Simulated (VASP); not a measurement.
Set up this calculation in VASP 6.6.1, as the native input.

```
Task                   : single point
Functional             : r2SCAN
Potentials or basis    : VASP PAW PBE potentials, release 64 (Sc_sv)
Cutoff                 : 550 eV
k mesh                 : 11 × 11 × 11
Occupations            : methfessel-paxton, width 0.05 eV
Spin                   : no spin polarisation
Dipole correction      : no
Further INCAR settings : ALGO = Normal; EDIFF = 1e-06; NBANDS = 18
```

The system is Sc.

```
Sc
1.0
     0.00000    2.58625    2.58625
     2.58625    0.00000    2.58625
     2.58625    2.58625    0.00000
Sc
2
Cartesian
  5.1725 5.1725 5.1725
  1.2931 1.2931 1.2931
```

This isn't the form of Sc at room conditions, which is hcp.

One way to write it, as run:

POSCAR

```
Sc
1.0
    0.0000000000      2.5862519085      2.5862519085
    2.5862519085      0.0000000000      2.5862519085
    2.5862519085      2.5862519085      0.0000000000
Sc
2
Direct
    1.0000000000      1.0000000000      1.0000000000
    0.2500000000      0.2500000000      0.2500000000
```

INCAR.step1

```
PREC     = Accurate       # precision mode
ENCUT    = 550            # plane-wave cutoff, eV
ISMEAR   = 1              # smearing method
SIGMA    = 0.05           # smearing width, eV
LREAL    = False          # projectors in reciprocal space
LASPH    = True           # aspherical terms in the spheres
NELM     = 120            # most SCF steps
NBANDS   = 18             # bands
GGA      = PE             # functional
ALGO     = Normal         # electronic algorithm
EDIFF    = 1E-5           # SCF threshold, eV
LWAVE    = True           # write WAVECAR
LCHARG   = False          # write CHGCAR
GGA_COMPAT= False
```

INCAR.step2

```
PREC     = Accurate       # precision mode
ENCUT    = 550            # plane-wave cutoff, eV
EDIFF    = 1E-6           # SCF threshold, eV
ISMEAR   = 1              # smearing method
SIGMA    = 0.05           # smearing width, eV
LREAL    = False          # projectors in reciprocal space
LASPH    = True           # aspherical terms in the spheres
NELM     = 120            # most SCF steps
ALGO     = Normal         # electronic algorithm
ISIF     = 2              # what is computed and relaxed
LWAVE    = False          # write WAVECAR
LCHARG   = True           # write CHGCAR
METAGGA  = R2SCAN         # meta-GGA
LMIXTAU  = True         
LELF     = True           # ELF
LVHAR    = True         
NBANDS   = 18             # bands
ISTART   = 1            
GGA_COMPAT= False
```

KPOINTS

```
Automatic mesh
0
Gamma
  11 11 11
```

Potentials or basis: VASP PAW PBE potentials, release 64 (Sc_sv).

Command:

```bash
$ cat potpaw_PBE.64/Sc_sv/POTCAR > POTCAR
$ cp INCAR.step1 INCAR
$ mpirun -np 1 vasp_std > vasp.out
$ cp INCAR.step2 INCAR
$ mpirun -np 1 vasp_std > vasp.out
```

Results of the run:

```json
{"Pressure": "17.3 GPa", "Band gap on the k mesh": "zero (bands 11 and 12 overlap by 1.45 eV)"}
```

Caveat: the cell stands under pressure; the PAW data sets were made with another functional, which shifts forces and pressure a little.

Wall time 2.4 min on 1 thread of Intel(R) Xeon(R) Platinum 8259CL CPU @ 2.50GHz (Skylake/Cascade Lake) (shared host), peak memory 0.18 GiB.
